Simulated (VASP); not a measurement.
Here is a VASP 6.6.1 calculation.

Contents of INCAR:

```
SYSTEM = C
ALGO = Normal
EDIFF = 1E-6
ENCUT = 520
GGA = RE
ISIF = 2
ISMEAR = -1
IVDW = 13
LASPH = .True.
LCHARG = .False.
LREAL = .False.
LWAVE = .False.
NBANDS = 36
NELM = 100
PREC = Accurate
SIGMA = 0.05
```

The input KPOINTS:

```
k-points
0
Gamma
  12 12 3
  0 0 0
```

The input POSCAR:

```
C
1.0
    2.5046210097      0.0000000000      0.0000000000
   -1.2523105048      2.1690654212      0.0000000000
    0.0000000000      0.0000000000     12.3510061876
C
12
Direct
    0.6666666667      0.3333333333      0.3549091695
    0.3333333333      0.6666666667      0.8549091695
    0.6666666667      0.3333333333      0.1450908305
    0.3333333333      0.6666666667      0.6450908305
    0.6666666667      0.3333333333      0.4792303979
    0.3333333333      0.6666666667      0.9792303979
    0.6666666667      0.3333333333      0.0207696021
    0.3333333333      0.6666666667      0.5207696021
    0.0000000000      0.0000000000      0.8131133346
    0.0000000000      0.0000000000      0.3131133346
    0.0000000000      0.0000000000      0.6868866654
    0.0000000000      0.0000000000      0.1868866654
```

Potentials or basis: VASP PAW PBE potentials, release 64 (C).

Command:

```bash
$ cat potpaw_PBE.64/C/POTCAR > POTCAR
$ mpirun -np 1 vasp_std > vasp.out
```

(1) Predict the pressure.

(2) Predict the largest force.

(3) What does it give for the band gap on the k mesh?

## Answers

(1) 0.6 GPa.

(2) 0.005 eV/Å.

(3) 4.47 eV (least direct gap 5.42 eV).

Caveat: the PAW data sets were made with another functional, which shifts forces and pressure a little.
